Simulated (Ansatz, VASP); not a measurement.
**Rh: VASP beside Ansatz**

Contents of INCAR:

```
SYSTEM = Rh
  PREC = Accurate
  ENCUT = 520
  EDIFF = 1E-7
  ISMEAR = -1
  SIGMA = 0.1
  LREAL = .FALSE.
  LASPH = .TRUE.
  NELM = 80
  ALGO = Normal
  ISIF = 2
  LWAVE = .FALSE.
  LCHARG = .FALSE.
  GGA = PS
  NBANDS = 38
```

The input KPOINTS:

```
regular mesh
0
G
  15 15 4
  0 0 0
```

Contents of POSCAR:

```
Rh
1.0
    2.7796660414      0.0000000000      0.0000000000
   -1.3898330207      2.4072614059      0.0000000000
    0.0000000000      0.0000000000      9.0678598357
Rh
4
Direct
    0.0000000000      1.0000000000      0.0000000000
    0.0000000000      1.0000000000      0.5000000000
    0.3333333333      0.6666666667      0.2500000000
    0.6666666667      0.3333333333      0.7500000000
```

Input for Ansatz:

```yaml
crystal:
  lattice:
    - [2.7796660414, 0.0, 0.0]
    - [-1.3898330207, 2.4072614059, 0.0]
    - [0.0, 0.0, 9.0678598357]
  atoms:
    - { symbol: Rh, position: [0.0, 1.0, 0.0] }
    - { symbol: Rh, position: [0.0, 1.0, 0.5] }
    - { symbol: Rh, position: [0.3333333333, 0.6666666667, 0.25] }
    - { symbol: Rh, position: [0.6666666667, 0.3333333333, 0.75] }
hamiltonian:
  xc: pbesol
  pseudopotentials:
    kind: paw
    azcp:
      Rh: "pseudopotentials/Rh.paw.azcp"
basis:
  ecutwfc: 420
  fft_grid_basis: typed
kpoints:
  mp_grid: { grid: [15, 15, 4], shift: [0, 0, 0] }
magnetization:
  spin_polarized: false
scf:
  occupations: { method: fermi_dirac, width: 0.1 }
  lower_state_search: "off"
output:
  stress: true
```

Alike in both runs: task single point; functional PBEsol; k mesh 15 × 15 × 4; occupations fermi-dirac, width 0.1 eV; no spin polarisation.

```csv
,VASP,Ansatz
version,VASP 6.6.1,Ansatz 0.2.0
potentials or method,"VASP PAW PBE potentials, release 64 (Rh_pv), cutoff 520 eV","plane waves (420 eV) with PAW, scalar-relativistic"
valence electrons in the cell,60,68
```

|  | VASP | Ansatz | Ansatz less VASP |
| --- | --- | --- | --- |
| pressure (GPa) | -24.7 | -24.6 | +0.03 |
| traceless stress, the component that is largest in VASP (GPa) | -0.22 | -0.21 | +0.009 |

VASP's potentials were made for PBE, not for PBEsol, and Ansatz warns of the same on its side. VASP's potentials hold 60 valence electrons a cell and Ansatz's 68, so a difference there can come from the potentials and not from the codes.
